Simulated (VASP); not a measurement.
Write the native input for VASP 6.6.1 that does the following.

```yaml
Task: relaxation of cell and atoms
Functional: PBE
Potentials_or_basis: VASP PAW PBE potentials, release 64 (Rb_sv, Ba_sv, Se)
Cutoff: 600 eV
k_mesh: 3 × 3 × 1
Occupations: gaussian, width 0.15 eV
Spin: no spin polarisation
Dipole_correction: no
Further_INCAR_settings: ALGO = Normal; EDIFF = 1e-07; IBRION = 2; EDIFFG = -0.08; NSW = 36; ISIF = 3
```

The structure of Rb4BaSe3 lies in POSCAR:

```
Rb4BaSe3
1.0
    5.2373762200      0.0000000000      0.0000000000
   -2.6186881100      4.5357008600      0.0000000000
    0.0000000000      0.0000000000     12.8046044300
Rb Ba Se
4 1 3
Direct
    0.3333333300      0.6666666700      0.0000000000
    0.6666666700      0.3333333300      0.0000000000
    0.0000000000      0.0000000000      0.2204146200
    0.0000000000      0.0000000000      0.7795853800
    0.0000000000      0.0000000000      0.0000000000
    0.5000000000      0.0000000000      0.5000000000
    0.0000000000      0.5000000000      0.5000000000
    0.5000000000      0.5000000000      0.5000000000
```

The cell was generated, and may not be a known phase.

One way to write it, as run:

INCAR

```
ALGO = Normal
EDIFF = 1E-7
EDIFFG = -0.08
ENCUT = 600
GGA = PE
IBRION = 2
ISIF = 3
ISMEAR = 0
LASPH = True
LCHARG = False
LREAL = False
LWAVE = False
NELM = 60
NSW = 36
PREC = Accurate
SIGMA = 0.15
```

KPOINTS

```
k-points
0
Gamma
  3 3 1
```

Potentials or basis: VASP PAW PBE potentials, release 64 (Rb_sv, Ba_sv, Se).

Command:

```sh
$ cat potpaw_PBE.64/Rb_sv/POTCAR potpaw_PBE.64/Ba_sv/POTCAR potpaw_PBE.64/Se/POTCAR > POTCAR
$ mpirun -np 1 vasp_std > vasp.out
```

It gave:

| Quantity | Value |
| --- | --- |
| Relaxed volume | 63.50 Å³/atom |
| Relaxed cell | a = 6.622 Å, b = 6.622 Å, c = 13.376 Å, α = 90.00°, β = 90.00°, γ = 120.00° |
| Space group after relaxing (to 0.1 Å) | P6/mmm (No. 191) |
| Energy gained by relaxing | 980.5 meV/atom |
| Ionic steps | 19 |
| Pressure after relaxing | -0.1 GPa |
| Largest force after relaxing | 0.020 eV/Å |
| Band gap on the k mesh | zero (bands 32 and 33 overlap by 0.68 eV) |

Caveat: the k points lie up to 0.47 Å⁻¹ apart in the final cell, too coarse for converged energies and pressures of a metal; the volume moved by over 15 % at a fixed basis, so the end points are rough; spin-orbit coupling is left out, which moves the levels of the heavy elements.

Run time: 27 min on 1 thread of Intel(R) Xeon(R) Platinum 8259CL CPU @ 2.50GHz (Skylake/Cascade Lake), with other jobs on the host, peak memory 0.51 GiB.
